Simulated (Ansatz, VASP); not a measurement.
BaTiO3 in VASP and in Ansatz

```
CELL_PARAMETERS angstrom
2.84024 1.63981 2.33157
-2.84024 1.63981 2.33157
0.00000 -3.27962 2.33157
ATOMIC_POSITIONS crystal
Ba 0.99682 0.99682 0.99682
Ti 0.48338 0.48338 0.48338
O 0.50982 0.50982 0.01936
O 0.01936 0.50982 0.50982
O 0.50982 0.01936 0.50982
```

Alike in both runs: functional r2SCAN; k mesh 8 × 8 × 8; occupations fermi-dirac, width 0.02 eV; no spin polarisation.

Ansatz relaxed the structure, and its values are those at the end. VASP's run is a single point on that final structure, the one shown.

|  | VASP | Ansatz |
| --- | --- | --- |
| version | VASP 6.6.1 | Ansatz 0.2.0 |
| potentials or method | VASP PAW PBE potentials, release 64 (Ba_sv, Ti_sv, O), cutoff 520 eV | PAW plane waves |
| valence electrons in the cell | 40 | 40 |

```csv
,VASP,Ansatz,Ansatz less VASP
gap on the k mesh at the Fermi level (eV),2.84,2.87,+0.025
pressure (GPa),1.9,0.0,-1.87
rms of the force components (eV/Å),0.062,0.001,-0.0610
```

VASP's potentials were made for PBE, not for r2SCAN. The functional is the same, so the differences come from potentials, cutoffs and numerics. Ansatz's warnings: stress scf threshold loose.

Spin-orbit coupling is off throughout.
